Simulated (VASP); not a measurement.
# CaO (P6_3/mmc) in VASP: notebook

The runs below take CaO through single point, with PBEsol, r2SCAN.

Program: VASP 6.6.1. These are calculated values, not measurements. Logs are shortened: lines on timing, memory, paths and dates and some standing lists are left out, and cuts for length are marked.

## Step 1: The cell of the first run

The structure is hexagonal, space group P6_3/mmc (No. 194). The conventional cell has a = 4.298 Å, b = 4.298 Å, c = 4.721 Å, α = 90.00°, β = 90.00°, γ = 120.00°. Ca (site symmetry -6m2) has 5 O at 2.36 to 2.48 Å within 3.1 Å. Within 3.1 Å of O (site symmetry -6m2) lie 5 Ca at 2.36 to 2.48 Å.

## Step 2: Single point, PBEsol (strained)

Contents of INCAR:

```
ALGO     = Normal         # electronic algorithm
EDIFF    = 1E-6           # SCF threshold, eV
ENCUT    = 520            # plane-wave cutoff, eV
GGA      = PS             # functional
ISIF     = 2              # what is computed and relaxed
ISMEAR   = 0              # smearing method
LASPH    = True           # aspherical terms in the spheres
LCHARG   = False          # write CHGCAR
LREAL    = False          # projectors in reciprocal space
LWAVE    = False          # write WAVECAR
NBANDS   = 24             # bands
NELM     = 100            # most SCF steps
PREC     = Accurate       # precision mode
SIGMA    = 0.02           # smearing width, eV
```

Contents of KPOINTS:

```
k-points
0
Gamma
  9 9 6
```

Contents of POSCAR:

```
CaO
1.0
    4.2980406110      0.0000000000      0.0000000000
   -2.1490203054      3.7222123556      0.0000000000
    0.0000000000      0.0000000000      4.7210580927
Ca O
2 2
Direct
    0.3333333300      0.6666666700      0.7500000000
    0.6666666700      0.3333333300      0.2500000000
    0.3333333300      0.6666666700      0.2500000000
    0.6666666700      0.3333333300      0.7500000000
```

Potentials or basis: VASP PAW PBE potentials, release 64 (Ca_sv, O).

On the command line:

```sh
$ cat potpaw_PBE.64/Ca_sv/POTCAR potpaw_PBE.64/O/POTCAR > POTCAR
$ mpirun -np 1 vasp_std > vasp.out
```

OUTCAR:

```text
EDIFF = 1E-6
   ENCUT = 520
   GGA = PS
   ISIF = 2
   ISMEAR = 0
   LASPH = True
   LREAL = False
   NELM = 100
   PREC = Accurate

 ion  position               nearest neighbor table
   1  0.333  0.667  0.750-   3 2.36   3 2.36   4 2.48   4 2.48   4 2.48
   2  0.667  0.333  0.250-   4 2.36   4 2.36   3 2.48   3 2.48   3 2.48
   3  0.333  0.667  0.250-   1 2.36   1 2.36   2 2.48   2 2.48   2 2.48
   4  0.667  0.333  0.750-   2 2.36   2 2.36   1 2.48   1 2.48   1 2.48

  LATTYP: Found a hexagonal cell.
 ALAT       =     4.2980406110
 C/A-ratio  =     1.0984210062

  Lattice vectors:

 A1 = (   4.2980406110,   0.0000000000,   0.0000000000)
 A2 = (  -2.1490203054,   3.7222123556,   0.0000000000)
 A3 = (   0.0000000000,   0.0000000000,   4.7210580927)

Analysis of symmetry for initial positions (statically):
=====================================================================
 Subroutine PRICEL returns:
 Original cell was already a primitive cell.

 Routine SETGRP: Setting up the symmetry group for a
 hexagonal supercell.

 Subroutine GETGRP returns: Found 24 space group operations
 (whereof 12 operations were pure point group operations)
 out of a pool of 24 trial point group operations.

The static configuration has the point symmetry D_3d.
 The point group associated with its full space group is D_6h.

Analysis of symmetry for dynamics (positions and initial velocities):
=====================================================================
 Subroutine PRICEL returns:
 Original cell was already a primitive cell.

 Routine SETGRP: Setting up the symmetry group for a
 hexagonal supercell.

 Subroutine GETGRP returns: Found 24 space group operations
 (whereof 12 operations were pure point group operations)
 out of a pool of 24 trial point group operations.

The dynamic configuration has the point symmetry D_3d.
 The point group associated with its full space group is D_6h.

 Subroutine INISYM returns: Found 24 space group operations
 (whereof 12 operations are pure point group operations),
 and found     1 'primitive' translations

----------------------------------------------------------------------------------------

                                     Primitive cell

  volume of cell :      75.5285

  direct lattice vectors                    reciprocal lattice vectors
     4.298040611  0.000000000  0.000000000     0.232664158  0.134328714  0.000000000
    -2.149020305  3.722212356  0.000000000     0.000000000  0.268657429  0.000000000
     0.000000000  0.000000000  4.721058093     0.000000000  0.000000000  0.211816923

  length of vectors
     4.298040611  4.298040611  4.721058093     0.268657429  0.268657429  0.211816923

  position of ions in fractional coordinates (direct lattice)
     0.333333330  0.666666670  0.750000000
     0.666666670  0.333333330  0.250000000
     0.333333330  0.666666670  0.250000000
     0.666666670  0.333333330  0.750000000

  ion indices of the primitive-cell ions
   primitive index   ion index
                 1           1
                 2           2
                 3           3
                 4           4

----------------------------------------------------------------------------------------

 KPOINTS: k-points

Automatic generation of k-mesh.
 Grid dimensions read from file:
 generate k-points for:    9    9    6

 Generating k-lattice:

  Cartesian coordinates                     Fractional coordinates (reciprocal lattice)
     0.025851573  0.014925413  0.000000000     0.111111111 -0.000000000  0.000000000
     0.000000000  0.029850825  0.000000000     0.000000000  0.111111111  0.000000000
     0.000000000  0.000000000  0.035302821     0.000000000  0.000000000  0.166666667

  Length of vectors
     0.029850825  0.029850825  0.035302821

  Shift w.r.t. Gamma in fractional coordinates (k-lattice)
     0.000000000  0.000000000  0.000000000

 Subroutine IBZKPT returns following result:
 ===========================================

 Found     48 irreducible k-points:

 Following reciprocal coordinates:
            Coordinates               Weight
  0.000000  0.000000  0.000000      1.000000
  0.111111  0.000000  0.000000      6.000000
  0.222222  0.000000  0.000000      6.000000
  0.333333  0.000000  0.000000      6.000000
  0.444444  0.000000  0.000000      6.000000
  0.111111  0.111111  0.000000      6.000000
[... 16 lines left out ...]
  0.333333  0.222222  0.166667     24.000000
  0.333333  0.333333  0.166667      4.000000
 [... further k-points ...]
   k-points           NKPTS =     48   k-points in BZ     NKDIM =     48   number of bands    NBANDS=     24
   number of dos      NEDOS =    301   number of ions     NIONS =      4
   total plane-waves  NPLWV =  36864
   dimension x,y,z NGX =    32 NGY =   32 NGZ =   36
   dimension x,y,z NGXF=    64 NGYF=   64 NGZF=   72
   ions per type =               2   2
   NGX,Y,Z   is equivalent  to a cutoff of  12.38, 12.38, 12.68 a.u.
   NGXF,Y,Z  is equivalent  to a cutoff of  24.75, 24.75, 25.35 a.u.
 SYSTEM =  unknown system
   PREC   = accura    normal or accurate (medium, high low for compatibility)
   ISTART =      0    job   : 0-new  1-cont  2-samecut
   ICHARG =      2    charge: 1-file 2-atom 10-const
   ISPIN  =      1    spin polarized calculation?
   LNONCOLLINEAR =      F non collinear calculations
   LSORBIT =      F    spin-orbit coupling
   LASPH  =      T    aspherical Exc in radial PAW
   ENCUT  =  520.0 eV  38.22 Ry    6.18 a.u.   7.99  7.99  8.78*2*pi/ulx,y,z
   NELM   =    100;   NELMIN=  2; NELMDL= -5     # of ELM steps
   EDIFF  = 0.1E-05   stopping-criterion for ELM
   LREAL  =      F    real-space projection
   EDIFFG = 0.1E-04   stopping-criterion for IOM
   NSW    =      0    number of steps for IOM
   IBRION =     -1    ionic relax: 0-MD 1-quasi-New 2-CG
   NFREE  =      0    steps in history (QN), initial steepest desc. (CG)
   ISIF   =      2    stress and relaxation
   ISYM   =      2    0-nonsym 1-usesym 2-fastsym
   POTIM  = 0.5000    time-step for ionic-motion
   TEBEG  =    0.0;   TEEND  =   0.0 temperature during run
   PSTRESS=    0.0 pullay stress
   NELECT =      32.0000    total number of electrons
   NUPDOWN=      -1.0000    fix difference up-down
   EMIN   =  10.00;   EMAX   =-10.00  energy-range for DOS
   EFERMI =   0.00;   METHOD = LEGACY
   ISMEAR =     0;   SIGMA  =   0.02  broadening in eV -4-tet -1-fermi 0-gaus
   EFERMI_NEDOS =   21; number of points for ismear=-14 and -15
   IALGO  =     38    algorithm
   IMIX   =      4    mixing-type and parameters
     AMIX     =   0.40;   BMIX     =  1.00
     AMIX_MAG =   1.60;   BMIX_MAG =  1.00
  volume/ion in A,a.u.               =      18.88       127.42
  Fermi-wavevector in a.u.,A,eV,Ry     =   1.229573  2.323557 20.569981  1.511851
  Thomas-Fermi vector in A             =   2.364455
   LORBIT       =      0    0 simple, 1 ext, 2 COOP (PROOUT), +10 PAW based schemes
   GGA     = PS    functional components
   LHFCALC =     F    Hartree Fock is set to
   AEXX    =    0.0000 exact exchange contribution
   IVDW    =     0    specifies the selected vdW correction
   LEPSILON=     F    determine dielectric tensor
   LRPA    =     F    only Hartree local field effects (RPA)
 non-spin polarized calculation
 Gauss-broadening in eV      SIGMA  =   0.02
  energy-cutoff  :      520.00
  volume of cell :       75.53
 maximum number of plane-waves:      2064
 NGX is ok and might be reduce to    32
   NGX = 15   NGY = 15   NGZ = 17

 number of electron      31.9999998 magnetization

 Free energy of the ion-electron system (eV)
  ---------------------------------------------------
  ext. energy  EPLUGINS =         0.00000000
  ---------------------------------------------------
  free energy    TOTEN  =       -26.02758554 eV

  energy without entropy =      -26.02758554  energy(sigma->0) =      -26.02758554

 E-fermi :   0.7831     XC(G=0):  -9.0093

 val. band max:        0.6947605337   @ k =   0.0000   0.0000   0.0000
 cond. band min:       3.0860342403   @ k =   0.0000   0.0000   0.0000
 fundamental gap:      2.3912737066
 Fermi energy:         0.7831160044

 k-point     1 :       0.0000    0.0000    0.0000
  band No.  band energies     occupation
      1     -37.3493      2.00000
      2     -37.2601      2.00000
      3     -18.6078      2.00000
      4     -18.5378      2.00000
      5     -18.5378      2.00000
      6     -18.3699      2.00000
[... 16 lines left out ...]
     23       8.3947      0.00000
     24       8.4076      0.00000

 k-point     2 :       0.1111    0.0000    0.0000
  band No.  band energies     occupation
      1     -37.3464      2.00000
      2     -37.2620      2.00000
      3     -18.5970      2.00000
      4     -18.5547      2.00000
      5     -18.5440      2.00000
      6     -18.3940      2.00000
[... 16 lines left out ...]
     23       8.1582      0.00000
     24       8.4303      0.00000

 k-point     3 :       0.2222    0.0000    0.0000
  band No.  band energies     occupation
      1     -37.3385      2.00000
      2     -37.2675      2.00000
      3     -18.5968      2.00000
      4     -18.5666      2.00000
      5     -18.5590      2.00000
      6     -18.4529      2.00000
[... 16 lines left out ...]
     23       8.3011      0.00000
     24       8.5225      0.00000

 k-point     4 :       0.3333    0.0000    0.0000
  band No.  band energies     occupation
      1     -37.3273      2.00000
      2     -37.2759      2.00000
      3     -18.6440      2.00000
      4     -18.5749      2.00000
      5     -18.5232      2.00000
      6     -18.5165      2.00000
[... 16 lines left out ...]
     23       8.2402      0.00000
     24       8.6278      0.00000

 k-point     5 :       0.4444    0.0000    0.0000
  band No.  band energies     occupation
      1     -37.3172      2.00000
      2     -37.2842      2.00000
      3     -18.6745      2.00000
      4     -18.5847      2.00000
      5     -18.5561      2.00000
      6     -18.4824      2.00000
[... 451 lines left out ...]
 k-point    22 :       0.2222    0.2222    0.1667
  band No.  band energies     occupation
      1     -37.3180      2.00000
      2     -37.2834      2.00000
      3     -18.7370      2.00000
      4     -18.6523      2.00000
      5     -18.5773      2.00000
      6     -18.4203      2.00000
[... 16 lines left out ...]
     23       8.1380      0.00000
     24       8.5773      0.00000

 k-point    23 :       0.3333    0.2222    0.1667
  band No.  band energies     occupation
      1     -37.3088      2.00000
      2     -37.2912      2.00000
      3     -18.7436      2.00000
      4     -18.6911      2.00000
      5     -18.5973      2.00000
      6     -18.3842      2.00000
[... 16 lines left out ...]
     23       8.0312      0.00000
     24       8.7353      0.00000

 k-point    24 :       0.3333    0.3333    0.1667
  band No.  band energies     occupation
      1     -37.2997      2.00000
      2     -37.2997      2.00000
      3     -18.7227      2.00000
      4     -18.7227      2.00000
      5     -18.6097      2.00000
      6     -18.3780      2.00000
[... 16 lines left out ...]
     23       8.0815      0.00000
     24       9.1584      0.00000

 [... further k-points ...]
[... 5 lines left out ...]
  --------------------------------------------------------------------------------------
  -------------------------------------------------------------------------------------
  Total       -4.9758687     -4.9758687     -2.7534233     -0.0000000      0.0000000      0.0000000
  in kB     -105.5524914   -105.5524914    -58.4080299     -0.0000000      0.0000000      0.0000000
  external PRESSURE =     -89.8376709 kB  Pullay stress =       0.0000000 kB

 VOLUME and BASIS-vectors are now :
 -----------------------------------------------------------------------------
  energy-cutoff  :      520.00
  volume of cell :       75.53
      direct lattice vectors                 reciprocal lattice vectors
     4.298040611  0.000000000  0.000000000     0.232664158  0.134328714  0.000000000
    -2.149020305  3.722212356  0.000000000     0.000000000  0.268657429  0.000000000
     0.000000000  0.000000000  4.721058093     0.000000000  0.000000000  0.211816923

 POSITION                                       TOTAL-FORCE (eV/Angst)
 -----------------------------------------------------------------------------------
     -0.00000      2.48147      3.54079         0.000000     -0.000000      0.000000
      2.14902      1.24074      1.18026        -0.000000      0.000000      0.000000
     -0.00000      2.48147      1.18026         0.000000      0.000000      0.000000
      2.14902      1.24074      3.54079         0.000000      0.000000      0.000000
 -----------------------------------------------------------------------------------
    total drift:                               -0.000003      0.000002     -0.000000

  FREE ENERGIE OF THE ION-ELECTRON SYSTEM (eV)
  ---------------------------------------------------
  free  energy   TOTEN  =       -26.0275855377 eV

  energy  without entropy=      -26.0275855377  energy(sigma->0) =      -26.02758554
```

It took 80 s on 1 thread of AMD EPYC 7R13 (Zen 3), shared host; peak memory 0.2 GiB.

What came out:

```yaml
Free_energy: -26.0276 eV
Pressure: -9.0 GPa
Band_gap_on_the_k_mesh: 2.39 eV, direct
```

Caveat: the cell differs from its parent crystal (strained); the PAW data sets were made with another functional, which shifts forces and pressure a little. A k mesh can miss the band edges.

## Step 3: Single point, r2SCAN (functional r2SCAN, strained)

Contents of POSCAR:

```
CaO
1.0
    4.1004378077      0.0000000000      0.0000000000
   -2.0502189038      3.5510833081      0.0000000000
    0.0000000000      0.0000000000      4.9148441131
Ca O
2 2
Direct
    0.3333333300      0.6666666700      0.7500000000
    0.6666666700      0.3333333300      0.2500000000
    0.3333333300      0.6666666700      0.2500000000
    0.6666666700      0.3333333300      0.7500000000
```

Contents of INCAR.step1:

```
  PREC = Accurate
  ENCUT = 520
  ISMEAR = 0
  SIGMA = 0.02
  LREAL = False
  LASPH = True
  NELM = 100
  NBANDS = 24
  GGA = PE
  ALGO = Normal
  EDIFF = 1E-4
  LWAVE = True
  LCHARG = False
```

Contents of INCAR.step2:

```
  PREC = Accurate
  ENCUT = 520
  EDIFF = 1E-6
  ISMEAR = 0
  SIGMA = 0.02
  LREAL = False
  LASPH = True
  NELM = 100
  ALGO = Normal
  ISIF = 2
  LWAVE = False
  LCHARG = False
  METAGGA = R2SCAN
  LMIXTAU = True
  NBANDS = 24
  ISTART = 1
```

Contents of KPOINTS:

```
Automatic mesh
0
Gamma
  9 9 6
```

Potentials or basis: VASP PAW PBE potentials, release 64 (Ca_sv, O).

On the command line:

```sh
$ cat potpaw_PBE.64/Ca_sv/POTCAR potpaw_PBE.64/O/POTCAR > POTCAR
$ cp INCAR.step1 INCAR
$ mpirun -np 1 vasp_std > vasp.out
$ cp INCAR.step2 INCAR
$ mpirun -np 1 vasp_std > vasp.out
```

Wall time 4.3 min (1 thread of AMD EPYC 7R13 (Zen 3), shared host); peak memory 0.2 GiB.

The run converged. Its results:

| Item | Value |
| --- | --- |
| Free energy | -38.3805 eV |
| Pressure | -6.3 GPa |
| Band gap on the k mesh | 3.30 eV, direct |

Stress tensor (GPa, compression positive):
```
-5.98  0.00  0.00
 0.00 -5.98  0.00
 0.00  0.00 -6.91
```

Levels at points of the mesh, in eV from the valence-band top:
```tsv
k point	band 12	band 13	band 14	band 15	band 16	band 17	band 18	band 19	band 20	band 21
(0.00, 0.00, 0.00)	-1.09	-1.09	-1.00	-1.00	0.00	3.30	6.58	6.58	7.85	8.05
(0.00, 0.00, 0.50)	-1.44	-1.14	-1.14	-1.14	-1.14	5.10	5.10	8.05	8.05	8.05
```

Caveat: the cell differs from its parent crystal (functional r2SCAN, strained); the PAW data sets were made with another functional, which shifts forces and pressure a little.
